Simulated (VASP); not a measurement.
# PbF2 (Fluorocronite) (Fm-3m) in VASP: further runs, part 2 of 2

VASP 6.6.1. Earlier steps stand in the parts before.

### 4 Relaxation of cell and atoms, PBE, target pressure 20 GPa, at which the enthalpy is minimised

INCAR reads:

```
PREC     = Accurate       # precision mode
ENCUT    = 600            # plane-wave cutoff, eV
EDIFF    = 1E-6           # SCF threshold, eV
ISMEAR   = 0              # smearing method
SIGMA    = 0.01           # smearing width, eV
LREAL    = F              # projectors in reciprocal space
LASPH    = T              # aspherical terms in the spheres
NELM     = 80             # most SCF steps
ALGO     = Normal         # electronic algorithm
ISIF     = 3              # what is computed and relaxed
LWAVE    = F              # write WAVECAR
LCHARG   = F              # write CHGCAR
GGA      = PE             # functional
IBRION   = 2              # ionic algorithm
NSW      = 80             # ionic steps
EDIFFG   = -0.03          # ionic threshold
PSTRESS  = 200.0
```

KPOINTS reads:

```
Automatic mesh
0
Gamma
  6 6 6
```

POSCAR reads:

```
PbF2
1.0
    0.0000000000      2.9636600000      2.9636600000
    2.9636600000      0.0000000000      2.9636600000
    2.9636600000      2.9636600000      0.0000000000
Pb F
1 2
Direct
    0.0000000000      0.0000000000      0.0000000000
    0.2500000000      0.2500000000      0.2500000000
    0.7500000000      0.7500000000      0.7500000000
```

Potentials or basis: VASP PAW PBE potentials, release 64 (Pb_d, F).

Launch:

```bash
$ cat potpaw_PBE.64/Pb_d/POTCAR potpaw_PBE.64/F/POTCAR > POTCAR
$ mpirun -np 1 vasp_std > vasp.out
```

OUTCAR:

```text
PREC = Accurate
   ENCUT = 600
   EDIFF = 1E-6
   ISMEAR = 0
   LREAL = F
   LASPH = T
   NELM = 80
   ISIF = 3
   GGA = PE
   IBRION = 2
   NSW = 80
   EDIFFG = -0.03
   PSTRESS = 200.0

 ion  position               nearest neighbor table
   1  0.000  0.000  0.000-   3 2.57   3 2.57   3 2.57   2 2.57   2 2.57   2 2.57   3 2.57   2 2.57

   2  0.250  0.250  0.250-   1 2.57   1 2.57   1 2.57   1 2.57
   3  0.750  0.750  0.750-   1 2.57   1 2.57   1 2.57   1 2.57

  LATTYP: Found a face centered cubic cell.
 ALAT       =     5.9273200000

  Lattice vectors:

 A1 = (   0.0000000000,   2.9636600000,   2.9636600000)
 A2 = (   2.9636600000,   0.0000000000,   2.9636600000)
 A3 = (   2.9636600000,   2.9636600000,   0.0000000000)

Analysis of symmetry for initial positions (statically):
=====================================================================
 Subroutine PRICEL returns:
 Original cell was already a primitive cell.

 Routine SETGRP: Setting up the symmetry group for a
 face centered cubic supercell.

 Subroutine GETGRP returns: Found 48 space group operations
 (whereof 48 operations were pure point group operations)
 out of a pool of 48 trial point group operations.

The static configuration has the point symmetry O_h .

Analysis of symmetry for dynamics (positions and initial velocities):
=====================================================================
 Subroutine PRICEL returns:
 Original cell was already a primitive cell.

 Routine SETGRP: Setting up the symmetry group for a
 face centered cubic supercell.

 Subroutine GETGRP returns: Found 48 space group operations
 (whereof 48 operations were pure point group operations)
 out of a pool of 48 trial point group operations.

The dynamic configuration has the point symmetry O_h .

 Subroutine INISYM returns: Found 48 space group operations
 (whereof 48 operations are pure point group operations),
 and found     1 'primitive' translations

----------------------------------------------------------------------------------------

                                     Primitive cell

  volume of cell :      52.0613

  direct lattice vectors                    reciprocal lattice vectors
     0.000000000  2.963660000  2.963660000    -0.168710311  0.168710311  0.168710311
     2.963660000  0.000000000  2.963660000     0.168710311 -0.168710311  0.168710311
     2.963660000  2.963660000  0.000000000     0.168710311  0.168710311 -0.168710311

  length of vectors
     4.191248166  4.191248166  4.191248166     0.292214830  0.292214830  0.292214830

  position of ions in fractional coordinates (direct lattice)
     0.000000000  0.000000000  0.000000000
     0.250000000  0.250000000  0.250000000
     0.750000000  0.750000000  0.750000000

  ion indices of the primitive-cell ions
   primitive index   ion index
                 1           1
                 2           2
                 3           3

----------------------------------------------------------------------------------------

 KPOINTS: Automatic mesh

Automatic generation of k-mesh.
 Grid dimensions read from file:
 generate k-points for:    6    6    6

 Generating k-lattice:

  Cartesian coordinates                     Fractional coordinates (reciprocal lattice)
    -0.028118385  0.028118385  0.028118385     0.166666667  0.000000000  0.000000000
     0.028118385 -0.028118385  0.028118385     0.000000000  0.166666667  0.000000000
     0.028118385  0.028118385 -0.028118385     0.000000000  0.000000000  0.166666667

  Length of vectors
     0.048702472  0.048702472  0.048702472

  Shift w.r.t. Gamma in fractional coordinates (k-lattice)
     0.000000000  0.000000000  0.000000000

 Subroutine IBZKPT returns following result:
 ===========================================

 Found     16 irreducible k-points:

 Following reciprocal coordinates:
            Coordinates               Weight
  0.000000  0.000000  0.000000      1.000000
  0.166667  0.000000  0.000000      8.000000
  0.333333  0.000000  0.000000      8.000000
  0.500000  0.000000  0.000000      4.000000
  0.166667  0.166667  0.000000      6.000000
  0.333333  0.166667  0.000000     24.000000
[... 8 lines left out ...]
 -0.333333  0.333333  0.166667     24.000000
 -0.333333  0.500000  0.166667     12.000000
   k-points           NKPTS =     16   k-points in BZ     NKDIM =     16   number of bands    NBANDS=     18
   number of dos      NEDOS =    301   number of ions     NIONS =      3
   total plane-waves  NPLWV =  46656
   dimension x,y,z NGX =    36 NGY =   36 NGZ =   36
   dimension x,y,z NGXF=    72 NGYF=   72 NGZF=   72
   ions per type =               1   2
   NGX,Y,Z   is equivalent  to a cutoff of  14.28, 14.28, 14.28 a.u.
   NGXF,Y,Z  is equivalent  to a cutoff of  28.56, 28.56, 28.56 a.u.
 SYSTEM =  unknown system
   PREC   = accura    normal or accurate (medium, high low for compatibility)
   ISTART =      0    job   : 0-new  1-cont  2-samecut
   ICHARG =      2    charge: 1-file 2-atom 10-const
   ISPIN  =      1    spin polarized calculation?
   LNONCOLLINEAR =      F non collinear calculations
   LSORBIT =      F    spin-orbit coupling
   LASPH  =      T    aspherical Exc in radial PAW
   ENCUT  =  600.0 eV  44.10 Ry    6.64 a.u.   8.37  8.37  8.37*2*pi/ulx,y,z
   NELM   =     80;   NELMIN=  2; NELMDL= -5     # of ELM steps
   EDIFF  = 0.1E-05   stopping-criterion for ELM
   LREAL  =      F    real-space projection
   EDIFFG = -.3E-01   stopping-criterion for IOM
   NSW    =     80    number of steps for IOM
   IBRION =      2    ionic relax: 0-MD 1-quasi-New 2-CG
   NFREE  =      1    steps in history (QN), initial steepest desc. (CG)
   ISIF   =      3    stress and relaxation
   ISYM   =      2    0-nonsym 1-usesym 2-fastsym
   POTIM  = 0.5000    time-step for ionic-motion
   TEBEG  =    0.0;   TEEND  =   0.0 temperature during run
   PSTRESS=  200.0 pullay stress
   NELECT =      28.0000    total number of electrons
   NUPDOWN=      -1.0000    fix difference up-down
   EMIN   =  10.00;   EMAX   =-10.00  energy-range for DOS
   EFERMI =   0.00;   METHOD = LEGACY
   ISMEAR =     0;   SIGMA  =   0.01  broadening in eV -4-tet -1-fermi 0-gaus
   EFERMI_NEDOS =   21; number of points for ismear=-14 and -15
   IALGO  =     38    algorithm
   IMIX   =      4    mixing-type and parameters
     AMIX     =   0.40;   BMIX     =  1.00
     AMIX_MAG =   1.60;   BMIX_MAG =  1.00
  volume/ion in A,a.u.               =      17.35       117.11
  Fermi-wavevector in a.u.,A,eV,Ry     =   1.331340  2.515869 24.115883  1.772467
  Thomas-Fermi vector in A             =   2.460359
   LORBIT       =      0    0 simple, 1 ext, 2 COOP (PROOUT), +10 PAW based schemes
   GGA     = PE    functional components
   LHFCALC =     F    Hartree Fock is set to
   AEXX    =    0.0000 exact exchange contribution
   IVDW    =     0    specifies the selected vdW correction
   LEPSILON=     F    determine dielectric tensor
   LRPA    =     F    only Hartree local field effects (RPA)
 conjugate gradient relaxation of ions
 non-spin polarized calculation
 Gauss-broadening in eV      SIGMA  =   0.01
  energy-cutoff  :      600.00
  volume of cell :       52.06
 maximum number of plane-waves:      1807
 NGX is ok and might be reduce to    36
   NGX = 17   NGY = 17   NGZ = 17

--------------------------------------- Ionic step        1  -------------------------------------------

 number of electron      28.0000008 magnetization

 Free energy of the ion-electron system (eV)
  ---------------------------------------------------
  ext. energy  EPLUGINS =         0.00000000
  ---------------------------------------------------
  free energy    TOTEN  =       -14.33742032 eV

  energy without entropy =      -14.33742032  energy(sigma->0) =      -14.33742032

 E-fermi :   1.9140     XC(G=0):  -9.4061

 val. band max:        1.8655209551   @ k =  -0.3333   0.3333   0.1667
 cond. band min:       6.3047838257   @ k =   0.5000   0.5000   0.0000
 fundamental gap:      4.4392628706
 Fermi energy:         1.9139966802

 k-point     1 :       0.0000    0.0000    0.0000
  band No.  band energies     occupation
      1     -19.2098      2.00000
      2     -18.5906      2.00000
      3     -12.5490      2.00000
      4     -12.5490      2.00000
      5     -12.5490      2.00000
      6     -12.4925      2.00000
[... 10 lines left out ...]
     17       8.6642      0.00000
     18      12.5308      0.00000
[... 427 lines left out ...]
  enthalpy is  TOTEN    =        -8.3071210007 eV   P V=        5.5786583586

--------------------------------------- Ionic step        4  -------------------------------------------

 number of electron      27.9999996 magnetization

 Free energy of the ion-electron system (eV)
  ---------------------------------------------------
  ext. energy  EPLUGINS =         0.00000000
  ---------------------------------------------------
  free energy    TOTEN  =       -13.86855384 eV

  energy without entropy =      -13.86855384  energy(sigma->0) =      -13.86855384

 E-fermi :   4.1516     XC(G=0): -10.2108

 val. band max:        4.0135155674   @ k =  -0.3333   0.5000   0.1667
 cond. band min:       8.3815297036   @ k =   0.5000   0.5000   0.0000
 fundamental gap:      4.3680141362
 Fermi energy:         4.1515839269

 k-point     1 :       0.0000    0.0000    0.0000
  band No.  band energies     occupation
      1     -18.5293      2.00000
      2     -17.5754      2.00000
      3     -10.7554      2.00000
      4     -10.7554      2.00000
      5     -10.7554      2.00000
      6     -10.5997      2.00000
[... 10 lines left out ...]
     17      10.8592      0.00000
     18      15.0086      0.00000
[... 343 lines left out ...]
  FREE ENERGIE OF THE ION-ELECTRON SYSTEM (eV)
  ---------------------------------------------------
  free  energy   TOTEN  =       -13.8685538436 eV

  energy  without entropy=      -13.8685538436  energy(sigma->0) =      -13.86855384

  enthalpy is  TOTEN    =        -8.3073522832 eV   P V=        5.5612015604

 reached required accuracy - stopping structural energy minimisation
```

Run time: 44 s. Hardware: 1 thread of AMD EPYC 9R45 (Zen 5), shared host; peak memory 0.18 GiB.

What came out:

```
Free energy                                            : -13.8686 eV
Relaxed volume                                         : 14.85 Å³/atom
Relaxed cell                                           : a = 3.979 Å, b = 3.979 Å, c = 3.979 Å, α = 60.00°, β = 60.00°, γ = 60.00°
Space group after relaxing (to 0.05 Å)                 : Fm-3m (No. 225)
Energy change on relaxing (the enthalpy is what falls) : +156.3 meV/atom
Ionic steps                                            : 4
Pressure after relaxing                                : 20.0 GPa
Band gap on the k mesh                                 : 4.37 eV, indirect (least direct gap 4.50 eV)
```

Step by step:
```
step  energy change (eV)  largest force (eV/Å)  pressure (GPa)  volume (Å³)
   1              0.0000                0.0000            2.44        52.06
   2              1.5761                0.0000           46.88        39.00
   3              0.4516                0.0000           19.49        44.69
   4              0.4689                0.0000           19.98        44.55
```

Final structure:
```
CELL_PARAMETERS angstrom
0.00000 2.81367 2.81367
2.81367 0.00000 2.81367
2.81367 2.81367 0.00000
ATOMIC_POSITIONS crystal
Pb 0.00000 0.00000 0.00000
F 0.25000 0.25000 0.25000
F 0.75000 0.75000 0.75000
```

Levels at points of the mesh, in eV from the valence-band top:
```tsv
k point	band 10	band 11	band 12	band 13	band 14	band 15	band 16	band 17	band 18
(0.00, 0.00, 0.00)	-3.57	-3.57	-3.07	-3.07	-3.07	6.85	6.85	6.85	11.00
(0.50, 0.00, 0.00)	-3.94	-3.94	-3.20	-3.20	-0.09	4.92	8.14	8.14	13.44
(0.50, 0.50, 0.00)	-5.02	-2.56	-2.50	-2.50	-0.13	4.37	8.46	8.46	8.53
```

Caveat: the cell is relaxed towards a set pressure, so the enthalpy falls and the energy may rise; spin-orbit coupling is left out, which moves the levels of the heavy elements. A k mesh can miss the band edges.

### 5 The runs side by side

| cell | gap on the mesh (eV) | pressure (GPa) |
| --- | --- | --- |
| relaxed | 4.43 | 0.0 |
| relaxed to 10 GPa | 4.42 | 10.0 |
| relaxed to 20 GPa | 4.37 | 20.0 |

Alike in all rows: task relaxation of cell and atoms; level PBE; potentials or basis VASP PAW PBE potentials, release 64 (Pb_d, F); no spin polarisation; k mesh 6 × 6 × 6; cutoff (eV) 600; smearing gaussian 0.01 eV.

Caveats: spin-orbit coupling is left out, which moves the levels of the heavy elements; the cell is relaxed towards a set pressure, so the enthalpy falls and the energy may rise (some runs).

Total energies depend on the potentials used, so only differences within one code and one set of settings carry meaning.
